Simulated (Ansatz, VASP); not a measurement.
**Two plane-wave programs on Yb**

Contents of INCAR:

```
SYSTEM = Yb
ALGO = Normal
EDIFF = 1E-6
ENCUT = 520
GGA = PE
ISIF = 2
ISMEAR = -1
LASPH = .TRUE.
LCHARG = .TRUE.
LELF = .TRUE.
LREAL = .FALSE.
LVHAR = .TRUE.
LWAVE = .FALSE.
NBANDS = 18
NELM = 60
PREC = Accurate
SIGMA = 0.1
```

KPOINTS

```
k-points
0
G
  11 11 11
  0 0 0
```

Contents of POSCAR:

```
Yb
1.0
    0.0000000000      2.6151647068      2.6151647068
    2.6151647068      0.0000000000      2.6151647068
    2.6151647068      2.6151647068      0.0000000000
Yb
1
Direct
    0.0000000000      0.0000000000      0.0000000000
```

Input for Ansatz:

```yaml
crystal:
  lattice:
    - [0.0, 2.6151647068, 2.6151647068]
    - [2.6151647068, 0.0, 2.6151647068]
    - [2.6151647068, 2.6151647068, 0.0]
  atoms:
    - { symbol: Yb, position: [0.0, 0.0, 0.0] }
hamiltonian:
  xc: pbe
  pseudopotentials:
    kind: paw
    azcp:
      Yb: "pseudopotentials/Yb.paw.azcp"
basis:
  ecutwfc: 420
  fft_grid_basis: typed
kpoints:
  mp_grid: { grid: [11, 11, 11], shift: [0, 0, 0] }
magnetization:
  spin_polarized: false
scf:
  occupations: { method: fermi_dirac, width: 0.1 }
  lower_state_search: "off"
output:
  stress: true
  write_density: true
  write_potential: true
  elf: true
  volumetric_format: npy
```

Alike in both runs: task single point; functional PBE; k mesh 11 × 11 × 11; occupations fermi-dirac, width 0.1 eV; no spin polarisation.

|  | VASP | Ansatz |
| --- | --- | --- |
| version | VASP 6.6.1 | Ansatz 0.2.0 |
| potentials or method | VASP PAW PBE potentials, release 64 (Yb), cutoff 520 eV | plane waves (420 eV) with PAW, scalar-relativistic |
| valence electrons in the cell | 24 | 24 |

|  | VASP | Ansatz | Ansatz less VASP |
| --- | --- | --- | --- |
| pressure (GPa) | 0.2 | 0.0 | -0.21 |

With one functional, cell and mesh, what is left measures potentials, basis and numerics.

Neither program's run includes spin-orbit coupling.
